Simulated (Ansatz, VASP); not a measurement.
## GaPt2F: VASP beside Ansatz

```
Ga Pt F
1.0
     2.84205    0.00000    0.00000
    -1.42102    2.46129    0.00000
     0.00000    0.00000    8.87618
Ga Pt F
1 2 1
Cartesian
  0.0000 0.0000 0.0000
  0.0000 0.0000 2.3267
  0.0000 0.0000 6.5495
  0.0000 0.0000 4.4381
```

Alike in both runs: functional PBE; k mesh 6 × 6 × 4; occupations gaussian, width 0.1 eV; no spin polarisation.

Ansatz relaxed the structure, and its values are those at the end. VASP's run is a single point on that final structure, the one shown.

|  | VASP | Ansatz |
| --- | --- | --- |
| version | VASP 6.6.1 | Ansatz 0.2.0 |
| potentials or method | VASP PAW PBE potentials, release 64 (Ga_d, Pt, F), cutoff 520 eV | scalar-relativistic, plane waves, PAW |
| valence electrons in the cell | 40 | 56 |

|  | VASP | Ansatz | Ansatz less VASP |
| --- | --- | --- | --- |
| gap on the k mesh at the Fermi level (eV) | none | none | - |
| pressure (GPa) | 0.1 | 0.2 | +0.06 |
| rms of the force components (eV/Å) | 0.004 | 0.000 | -0.0036 |

A gap of «none» marks a metal or a gap that the smearing closes. VASP's potentials hold 40 valence electrons a cell and Ansatz's 56, so a difference there can come from the potentials and not from the codes.

The k mesh is coarse, so the values compare programs but aren't converged. Spin-orbit coupling is off throughout.
